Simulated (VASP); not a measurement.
# HfSi3O8 (P-4) in VASP: further runs

Runs on HfSi3O8. Level: PBE. Tasks: single point.

Everything below comes from runs of VASP 6.6.1. Logs are shortened: lines on timing, memory, paths and dates and some standing lists are left out, and cuts for length are marked.

### Step 1. The cell of the first run

Symmetry: P-4, No. 81, tetragonal system. Conventional cell: a = 4.437 Å, b = 4.437 Å, c = 6.997 Å, α = 90.00°, β = 90.00°, γ = 90.00°. Within 2.0 Å of Hf (site symmetry -4) lie 4 O at 1.51 Å. Within 2.0 Å of Si (site symmetry -4) lie 4 O at 1.51 Å. Si (site symmetry 2) has 4 O at 1.51 Å within 2.0 Å. Within 2.0 Å of O (site symmetry 1) lie 1 Hf at 1.51 Å and 1 Si at 1.51 Å. O (site symmetry 1) has 2 Si at 1.51 Å within 2.0 Å.

### Step 2. Single point, PBE

INCAR

```
SYSTEM = HfSi3O8
  PREC = Accurate
  ENCUT = 520
  EDIFF = 1E-7
  ISMEAR = 0
  SIGMA = 0.1
  LREAL = .False.
  LASPH = .True.
  NELM = 100
  ALGO = Normal
  ISIF = 2
  LWAVE = .False.
  LCHARG = .False.
  GGA = PE
  NBANDS = 47
```

KPOINTS

```
Automatic mesh
0
Gamma
  4 4 4
  0 0 0
```

POSCAR

```
HfSi3O8
1.0
    4.4367187100      0.0000000000      0.0000000000
    0.0000000000      4.4367187100      0.0000000000
    0.0000000000      0.0000000000      6.9969357600
Hf Si O
1 3 8
Direct
    0.5000000000      0.5000000000      0.5000000000
    0.0000000000      0.0000000000      0.0000000000
    0.5000000000      0.0000000000      0.7500000000
    0.0000000000      0.5000000000      0.2500000000
    0.3766199900      0.7500000000      0.6250000000
    0.8766199900      0.2500000000      0.1250000000
    0.7500000000      0.8766199900      0.8750000000
    0.2500000000      0.3766199900      0.3750000000
    0.6233800100      0.2500000000      0.6250000000
    0.1233800100      0.7500000000      0.1250000000
    0.2500000000      0.1233800100      0.8750000000
    0.7500000000      0.6233800100      0.3750000000
```

Potentials or basis: VASP PAW PBE potentials, release 64 (Hf_pv, Si, O).

Started as:

```
$ cat potpaw_PBE.64/Hf_pv/POTCAR potpaw_PBE.64/Si/POTCAR potpaw_PBE.64/O/POTCAR > POTCAR
$ mpirun -np 1 vasp_std > vasp.out
```

OUTCAR:

```text
SYSTEM = HfSi3O8
   PREC = Accurate
   ENCUT = 520
   EDIFF = 1E-7
   ISMEAR = 0
   LREAL = .False.
   LASPH = .True.
   NELM = 100
   ISIF = 2
   GGA = PE

 ion  position               nearest neighbor table
   1  0.500  0.500  0.500-   5 1.51   8 1.51   9 1.51  12 1.51   3 2.83   4 2.83   3 2.83   4 2.83

   2  0.000  0.000  0.000-   6 1.51   7 1.51  10 1.51  11 1.51   3 2.83   4 2.83   4 2.83   3 2.83

   3  0.500  0.000  0.750-   5 1.51   7 1.51   9 1.51  11 1.51   1 2.83   2 2.83   1 2.83   2 2.83

   4  0.000  0.500  0.250-   6 1.51   8 1.51  10 1.51  12 1.51   1 2.83   2 2.83   2 2.83   1 2.83

   5  0.377  0.750  0.625-   1 1.51   3 1.51
   6  0.877  0.250  0.125-   2 1.51   4 1.51
   7  0.750  0.877  0.875-   2 1.51   3 1.51
   8  0.250  0.377  0.375-   1 1.51   4 1.51
   9  0.623  0.250  0.625-   1 1.51   3 1.51
  10  0.123  0.750  0.125-   2 1.51   4 1.51
  11  0.250  0.123  0.875-   2 1.51   3 1.51
  12  0.750  0.623  0.375-   1 1.51   4 1.51

  LATTYP: Found a simple tetragonal cell.
 ALAT       =     4.4367187100
 C/A-ratio  =     1.5770519200

  Lattice vectors:

 A1 = (   4.4367187100,   0.0000000000,   0.0000000000)
 A2 = (   0.0000000000,   4.4367187100,   0.0000000000)
 A3 = (   0.0000000000,   0.0000000000,   6.9969357600)

Analysis of symmetry for initial positions (statically):
=====================================================================
 Subroutine PRICEL returns:
 Original cell was already a primitive cell.

 Routine SETGRP: Setting up the symmetry group for a
 simple tetragonal supercell.

 Subroutine GETGRP returns: Found  4 space group operations
 (whereof  4 operations were pure point group operations)
 out of a pool of 16 trial point group operations.

The static configuration has the point symmetry S_4 .

Analysis of symmetry for dynamics (positions and initial velocities):
=====================================================================
 Subroutine PRICEL returns:
 Original cell was already a primitive cell.

 Routine SETGRP: Setting up the symmetry group for a
 simple tetragonal supercell.

 Subroutine GETGRP returns: Found  4 space group operations
 (whereof  4 operations were pure point group operations)
 out of a pool of 16 trial point group operations.

The dynamic configuration has the point symmetry S_4 .

 Subroutine INISYM returns: Found  4 space group operations
 (whereof  4 operations are pure point group operations),
 and found     1 'primitive' translations
[... 118 lines left out ...]
   PSTRESS=    0.0 pullay stress
   NELECT =      70.0000    total number of electrons
   NUPDOWN=      -1.0000    fix difference up-down
   EMIN   =  10.00;   EMAX   =-10.00  energy-range for DOS
   EFERMI =   0.00;   METHOD = LEGACY
   ISMEAR =     0;   SIGMA  =   0.10  broadening in eV -4-tet -1-fermi 0-gaus
   EFERMI_NEDOS =   21; number of points for ismear=-14 and -15
   IALGO  =     38    algorithm
   IMIX   =      4    mixing-type and parameters
     AMIX     =   0.40;   BMIX     =  1.00
     AMIX_MAG =   1.60;   BMIX_MAG =  1.00
  volume/ion in A,a.u.               =      11.48        77.45
  Fermi-wavevector in a.u.,A,eV,Ry     =   1.306463  2.468856 23.223026  1.706844
  Thomas-Fermi vector in A             =   2.437263
   LORBIT       =      0    0 simple, 1 ext, 2 COOP (PROOUT), +10 PAW based schemes
   GGA     = PE    functional components
   LHFCALC =     F    Hartree Fock is set to
   AEXX    =    0.0000 exact exchange contribution
   IVDW    =     0    specifies the selected vdW correction
   LEPSILON=     F    determine dielectric tensor
   LRPA    =     F    only Hartree local field effects (RPA)
 non-spin polarized calculation
 Gauss-broadening in eV      SIGMA  =   0.10
  energy-cutoff  :      520.00
  volume of cell :      137.73
 maximum number of plane-waves:      3728
 NGX is ok and might be reduce to    36
   NGX = 17   NGY = 17   NGZ = 27

 number of electron      69.9999934 magnetization

 Free energy of the ion-electron system (eV)
  ---------------------------------------------------
  ext. energy  EPLUGINS =         0.00000000
  ---------------------------------------------------
  free energy    TOTEN  =       -73.89914611 eV

  energy without entropy =      -73.89914611  energy(sigma->0) =      -73.89914611

 E-fermi :   3.0041     XC(G=0):  -9.6229

 val. band max:        2.4863464671   @ k =   0.2500   0.2500   0.5000
 cond. band min:       8.1329571231   @ k =   0.0000   0.0000   0.0000
 fundamental gap:      5.6466106560
 Fermi energy:         3.0041201735

 k-point     1 :       0.0000    0.0000    0.0000
  band No.  band energies     occupation
      1     -26.6139      2.00000
      2     -26.5380      2.00000
      3     -26.5380      2.00000
      4     -18.7249      2.00000
      5     -17.3570      2.00000
      6     -16.3409      2.00000
[... 889 lines left out ...]
     46      14.2633      0.00000
     47      14.2634      0.00000

------------------------ aborting loop because EDIFF is reached ----------------------------------------

  FORCE on cell =-STRESS in cart. coord.  units (eV):
  Direction    XX          YY          ZZ          XY          YZ          ZX
  --------------------------------------------------------------------------------------
  -------------------------------------------------------------------------------------
  Total      113.0001884    113.0001884    113.7351339      0.0000010      0.0000000      0.0000000
  in kB     1314.4923812   1314.4923812   1323.0417496      0.0000113      0.0000000      0.0000000
  external PRESSURE =    1317.3421706 kB  Pullay stress =       0.0000000 kB

 VOLUME and BASIS-vectors are now :
 -----------------------------------------------------------------------------
  energy-cutoff  :      520.00
  volume of cell :      137.73
      direct lattice vectors                 reciprocal lattice vectors
     4.436718710  0.000000000  0.000000000     0.225391796  0.000000000  0.000000000
     0.000000000  4.436718710  0.000000000     0.000000000  0.225391796  0.000000000
     0.000000000  0.000000000  6.996935760     0.000000000  0.000000000  0.142919706

 POSITION                                       TOTAL-FORCE (eV/Angst)
 -----------------------------------------------------------------------------------
      2.21836      2.21836      3.49847         0.000000      0.000000      0.000000
      0.00000      0.00000      0.00000         0.000000      0.000000      0.000000
      2.21836      0.00000      5.24770         0.000000      0.000000      0.437515
      0.00000      2.21836      1.74923         0.000000      0.000000     -0.437515
      1.67096      3.32754      4.37308       -14.270927     22.315652     17.582085
      3.88932      1.10918      0.87462        -3.975378     -0.064997     -0.201293
      3.32754      3.88932      6.12232         0.064997     -3.975378      0.201293
      1.10918      1.67096      2.62385       -22.315652    -14.270927    -17.582085
      2.76576      1.10918      4.37308        14.270927    -22.315652     17.582085
      0.54740      3.32754      0.87462         3.975378      0.064997     -0.201293
      1.10918      0.54740      6.12232        -0.064997      3.975378      0.201293
      3.32754      2.76576      2.62385        22.315652     14.270927    -17.582085
 -----------------------------------------------------------------------------------
    total drift:                                0.000000      0.000000      0.000000

  FREE ENERGIE OF THE ION-ELECTRON SYSTEM (eV)
  ---------------------------------------------------
  free  energy   TOTEN  =       -73.8991461063 eV

  energy  without entropy=      -73.8991461063  energy(sigma->0) =      -73.89914611
```

OSZICAR:

```text
N       E                     dE             d eps       ncg     rms          rms(c)
DAV:   1     0.512119856711E+03    0.51212E+03   -0.39419E+04  1692   0.142E+03
DAV:   2    -0.632832859420E+02   -0.57540E+03   -0.56237E+03  2057   0.364E+02
DAV:   3    -0.936331515396E+02   -0.30350E+02   -0.30245E+02  2024   0.866E+01
DAV:   4    -0.940170352528E+02   -0.38388E+00   -0.38344E+00  2144   0.105E+01
DAV:   5    -0.940236382905E+02   -0.66030E-02   -0.66023E-02  2059   0.127E+00    0.247E+02
DAV:   6    -0.745356541120E+02    0.19488E+02   -0.61263E+01  1882   0.397E+01    0.147E+02
DAV:   7    -0.741822874200E+02    0.35337E+00   -0.89632E+00  2088   0.146E+01    0.757E+00
DAV:   8    -0.738844200479E+02    0.29787E+00   -0.16982E+00  1976   0.672E+00    0.357E+00
DAV:   9    -0.738960913123E+02   -0.11671E-01   -0.86715E-02  1952   0.163E+00    0.157E+00
DAV:  10    -0.738985035203E+02   -0.24122E-02   -0.58852E-03  2012   0.560E-01    0.169E-01
DAV:  11    -0.738988714952E+02   -0.36797E-03   -0.91623E-04  2048   0.167E-01    0.640E-02
DAV:  12    -0.738990784226E+02   -0.20693E-03   -0.19049E-04  1949   0.740E-02    0.330E-02
DAV:  13    -0.738991378917E+02   -0.59469E-04   -0.35567E-05  2008   0.420E-02    0.758E-03
DAV:  14    -0.738991456916E+02   -0.77999E-05   -0.11325E-05  2009   0.186E-02    0.661E-03
DAV:  15    -0.738991460234E+02   -0.33179E-06   -0.17582E-06  2016   0.966E-03    0.512E-03
DAV:  16    -0.738991461063E+02   -0.82957E-07   -0.23209E-07  1673   0.323E-03
   1 F= -.73899146E+02 E0= -.73899146E+02  d E =-.173772E-13
```

Run time: 1.9 min. Hardware: 1 thread of Intel Xeon 6975P-C, shared host; peak memory 0.31 GiB.

What came out:

```yaml
Free_energy: -73.8991 eV
Pressure: 131.7 GPa
Largest_force: 31.793 eV/Å
Band_gap_on_the_k_mesh: 5.65 eV, indirect (least direct gap 5.93 eV)
```

Forces in eV/Å, atoms in the order of the input:
```
Hf    0.000   0.000   0.000
Si    0.000   0.000   0.000
Si    0.000   0.000   0.438
Si    0.000   0.000  -0.438
O   -14.271  22.316  17.582
O    -3.975  -0.065  -0.201
O     0.065  -3.975   0.201
O   -22.316 -14.271 -17.582
O    14.271 -22.316  17.582
O     3.975   0.065  -0.201
O    -0.065   3.975   0.201
O    22.316  14.271 -17.582
```

Caveat: spin-orbit coupling is left out, which moves the levels of the heavy elements; forces of over 1 eV/Å act on the atoms, so gaps and moduli don't describe the material at rest. A k mesh can miss the band edges.

### Step 3. Single point, PBE

This run uses another cell than the first one, of 18.74 Å³/atom, 1.633 times its volume.

INCAR

```
PREC = Accurate
ENCUT = 520
EDIFF = 1E-6
ISMEAR = 0
SIGMA = 0.1
LREAL = False
LASPH = True
NELM = 80
ALGO = Normal
ISIF = 2
LWAVE = False
LCHARG = False
GGA = PE
NBANDS = 47
```

KPOINTS

```
Automatic mesh
0
Gamma
  4 4 2
```

POSCAR

```
HfSi3O8
1.0
    5.3228272445      0.0000000000      0.0000000000
    0.0000000000      5.3228272445      0.0000000000
    0.0000000000      0.0000000000      7.9365090900
Hf Si O
1 3 8
Direct
    0.5000000000      0.5000000000      0.5000000000
    0.0000000000      1.0000000000      0.0000000000
    0.5000000000      0.0000000000      0.7781413922
    1.0000000000      0.5000000000      0.2218586078
    0.4226919822      0.7687585125      0.6554806510
    0.9303955131      0.2516207265      0.1090817262
    0.7483792735      0.9303955131      0.8909182738
    0.2312414875      0.4226919822      0.3445193490
    0.5773080178      0.2312414875      0.6554806510
    0.0696044869      0.7483792735      0.1090817262
    0.2516207265      0.0696044869      0.8909182738
    0.7687585125      0.5773080178      0.3445193490
```

Potentials or basis: VASP PAW PBE potentials, release 64 (Hf_pv, Si, O).

Started as:

```
$ cat potpaw_PBE.64/Hf_pv/POTCAR potpaw_PBE.64/Si/POTCAR potpaw_PBE.64/O/POTCAR > POTCAR
$ mpirun -np 1 vasp_std > vasp.out
```

Wall time 2.2 min (1 thread of Intel Xeon 6975P-C, shared host); peak memory 0.35 GiB.

Results (log left out):

```yaml
Free_energy: -100.7413 eV
Pressure: -0.2 GPa
Largest_force: 0.193 eV/Å
Band_gap_on_the_k_mesh: 4.91 eV, direct
```

Forces on the atoms (eV/Å):
```
Hf   0.000  0.000  0.000
Si   0.000  0.000  0.000
Si   0.000  0.000  0.031
Si   0.000  0.000 -0.031
O    0.029 -0.148 -0.121
O    0.008  0.005  0.003
O   -0.005  0.008 -0.003
O    0.148  0.029  0.121
O   -0.029  0.148 -0.121
O   -0.008 -0.005  0.003
O    0.005 -0.008 -0.003
O   -0.148 -0.029  0.121
```

Stress tensor (GPa, compression positive):
```
-0.19  0.00  0.00
 0.00 -0.19  0.00
 0.00  0.00 -0.27
```

Levels at points of the mesh, in eV from the valence-band top:
```
           k point  band 33  band 34  band 35  band 36  band 37  band 38
(0.00, 0.00, 0.00)    -0.37     0.00     0.00     4.91     6.31     6.61
(0.50, 0.00, 0.00)    -0.48    -0.30    -0.11     6.04     6.36     6.82
(0.50, 0.50, 0.00)    -0.58    -0.58    -0.46     6.35     6.44     7.07
(0.00, 0.00, 0.50)    -0.34    -0.10    -0.10     5.60     6.09     6.26
(0.50, 0.00, 0.50)    -0.71    -0.15    -0.03     6.09     6.38     6.99
(0.50, 0.50, 0.50)    -0.58    -0.50    -0.50     6.42     6.46     7.10
```

Caveat: spin-orbit coupling is left out, which moves the levels of the heavy elements. A k mesh can miss the band edges.

### Step 4. Single point, PBE

This run uses another cell than the first one, of 18.37 Å³/atom, 1.600 times its volume.

INCAR

```
SYSTEM = HfSi3O8
ALGO = Normal
EDIFF = 1E-6
ENCUT = 520
GGA = PE
ISIF = 2
ISMEAR = 0
LASPH = .TRUE.
LCHARG = .TRUE.
LELF = .TRUE.
LREAL = .FALSE.
LVHAR = .TRUE.
LWAVE = .FALSE.
NBANDS = 47
NELM = 100
PREC = Accurate
SIGMA = 0.1
```

KPOINTS

```
k-points
0
G
  4 4 4
  0 0 0
```

POSCAR

```
HfSi3O8
1.0
    5.2674927585      0.0000000000      0.0000000000
    0.0000000000      5.2674927585      0.0000000000
    0.0000000000      0.0000000000      7.9427476002
Hf Si O
1 3 8
Direct
    0.5000000000      0.5000000000      0.5000000000
    0.0000000000      0.0000000000      0.0000000000
    0.5000000000      0.0000000000      0.7779673727
    0.0000000000      0.5000000000      0.2220326273
    0.4127630835      0.7694625725      0.6551767009
    0.9212388573      0.2518180814      0.1090540775
    0.7481819186      0.9212388573      0.8909459225
    0.2305374275      0.4127630835      0.3448232991
    0.5872369165      0.2305374275      0.6551767009
    0.0787611427      0.7481819186      0.1090540775
    0.2518180814      0.0787611427      0.8909459225
    0.7694625725      0.5872369165      0.3448232991
```

Started as:

```
$ cat potpaw_PBE.64/Hf_pv/POTCAR potpaw_PBE.64/Si/POTCAR potpaw_PBE.64/O/POTCAR > POTCAR
$ mpirun -np 1 vasp_std > vasp.out
```

Wall time 3.4 min (1 thread of Intel Xeon 6975P-C, shared host); peak memory 0.39 GiB.

The run converged. Its results:

| Property | Result |
| --- | --- |
| Free energy | -100.7282 eV |
| Pressure | -0.1 GPa |
| Largest force | 0.192 eV/Å |
| Band gap on the k mesh | 4.94 eV, direct |

Forces in eV/Å, atoms in the order of the input:
```
Hf   0.000  0.000  0.000
Si   0.000  0.000  0.000
Si   0.000  0.000 -0.012
Si   0.000  0.000  0.012
O    0.045 -0.152 -0.109
O    0.016  0.001  0.002
O   -0.001  0.016 -0.002
O    0.152  0.045  0.109
O   -0.045  0.152 -0.109
O   -0.016 -0.001  0.002
O    0.001 -0.016 -0.002
O   -0.152 -0.045  0.109
```

Stress tensor (GPa, compression positive):
```
-0.02  0.00  0.00
 0.00 -0.02  0.00
 0.00  0.00 -0.26
```

Levels at points of the mesh, in eV from the valence-band top:
| k point | band 31 | band 32 | band 33 | band 34 | band 35 | band 36 | band 37 | band 38 | band 39 | band 40 |
| --- | --- | --- | --- | --- | --- | --- | --- | --- | --- | --- |
| (0.00, 0.00, 0.00) | -0.50 | -0.50 | -0.45 | 0.00 | 0.00 | 4.94 | 6.27 | 6.63 | 6.92 | 7.75 |
| (0.50, 0.00, 0.00) | -0.89 | -0.51 | -0.49 | -0.28 | -0.11 | 6.06 | 6.36 | 6.90 | 7.08 | 7.31 |
| (0.50, 0.50, 0.00) | -1.06 | -0.57 | -0.57 | -0.54 | -0.45 | 6.39 | 6.44 | 7.07 | 7.16 | 7.16 |
| (0.00, 0.00, 0.50) | -0.58 | -0.33 | -0.33 | -0.09 | -0.09 | 5.65 | 6.14 | 6.23 | 6.65 | 6.93 |
| (0.50, 0.00, 0.50) | -0.84 | -0.74 | -0.67 | -0.17 | -0.04 | 6.11 | 6.38 | 7.05 | 7.05 | 7.17 |
| (0.50, 0.50, 0.50) | -0.68 | -0.66 | -0.56 | -0.50 | -0.50 | 6.43 | 6.46 | 7.13 | 7.15 | 7.15 |

Caveat: spin-orbit coupling is left out, which moves the levels of the heavy elements. As with any semilocal functional, this PBE gap is likely too small.

### Step 5. The runs side by side

```tsv
cell	k mesh	gap on the mesh (eV)	pressure (GPa)	largest force (eV/Å)
a = 4.437, b = 4.437, c = 6.997 Å, 12 atoms	4 × 4 × 4	5.65	131.7	31.79
a = 5.323, b = 5.323, c = 7.937 Å, 12 atoms	4 × 4 × 2	4.91	-0.2	0.19
a = 5.267, b = 5.267, c = 7.943 Å, 12 atoms	4 × 4 × 4	4.94	-0.1	0.19
```

Alike in all rows: task single point; level PBE; potentials or basis VASP PAW PBE potentials, release 64 (Hf_pv, Si, O); no spin polarisation; cutoff (eV) 520; smearing gaussian 0.1 eV.

Caveats: spin-orbit coupling is left out, which moves the levels of the heavy elements; forces of over 1 eV/Å act on the atoms, so gaps and moduli don't describe the material at rest (some runs).

Total energies depend on the potentials used, so only differences within one code and one set of settings carry meaning.
